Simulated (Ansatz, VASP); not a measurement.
**Si in VASP and in Ansatz**

```
Si
1.0
     0.00000    2.71442    2.71442
     2.71442    0.00000    2.71442
     2.71442    2.71442    0.00000
Si
2
Direct
  0.87500 0.87500 0.87500
  0.12500 0.12500 0.12500
```

Alike in both runs: task single point; functional PBE; k mesh 10 × 10 × 10; occupations fermi-dirac, width 0.05 eV; no spin polarisation.

|  | VASP | Ansatz |
| --- | --- | --- |
| version | VASP 6.6.1 | Ansatz 0.2.0 |
| potentials or method | VASP PAW PBE potentials, release 64 (Si), cutoff 520 eV | all-electron LAPW, scalar-relativistic |

|  | VASP | Ansatz | Ansatz less VASP |
| --- | --- | --- | --- |
| pressure (GPa) | 2.0 | 2.1 | +0.05 |

Ansatz ran all-electron here, and VASP with PAW potentials.
